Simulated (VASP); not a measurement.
**Ru: single point with PBEsol**

The system is Ru.

```
CELL_PARAMETERS angstrom
2.18082 0.00000 0.00000
-1.09041 1.88865 0.00000
0.00000 0.00000 2.03479
ATOMIC_POSITIONS crystal
Ru 0.00000 0.00000 0.00000
```

This isn't the form of Ru at room conditions, which is hcp.

| Property | Result |
| --- | --- |
| Program | VASP 6.6.1 |
| Task | single point |
| Functional | PBEsol |
| Potentials or basis | VASP PAW PBE potentials, release 64 (Ru_sv) |
| Cutoff | 560 eV |
| k mesh | 20 × 20 × 19 |
| Occupations | fermi-dirac, width 0.1 eV |
| Spin | no spin polarisation |
| Dipole correction | no |
| Further INCAR settings | ALGO = Normal; EDIFF = 1e-06; NBANDS = 14 |

```
Pressure               : 518.9 GPa
Band gap on the k mesh : zero (bands 8 and 9 overlap by 8.36 eV)
```

Stress tensor (GPa, compression positive):
```
519.26   0.00   0.00
  0.00 519.26   0.00
  0.00   0.00 518.13
```

Levels at points of the mesh, in eV from the Fermi level:
| k point | band 4 | band 5 | band 6 | band 7 | band 8 | band 9 | band 10 | band 11 | band 12 | band 13 |
| --- | --- | --- | --- | --- | --- | --- | --- | --- | --- | --- |
| (0.00, 0.00, 0.00) | -42.41 | -11.78 | -10.46 | -5.68 | -5.68 | 4.43 | 4.43 | 13.14 | 21.71 | 28.30 |
| (0.50, 0.00, 0.00) | -41.75 | -12.37 | -8.12 | -2.10 | 1.64 | 2.99 | 4.88 | 16.59 | 18.67 | 20.41 |

It took 23 s on 1 thread of Intel(R) Xeon(R) Platinum 8488C (Sapphire Rapids), on a shared host, peak memory 0.16 GiB.

Caveat: atoms lie so close that the PAW spheres overlap strongly, which falsifies energies and pressures; the cell stands under pressure; the PAW data sets were made with another functional, which shifts forces and pressure a little.
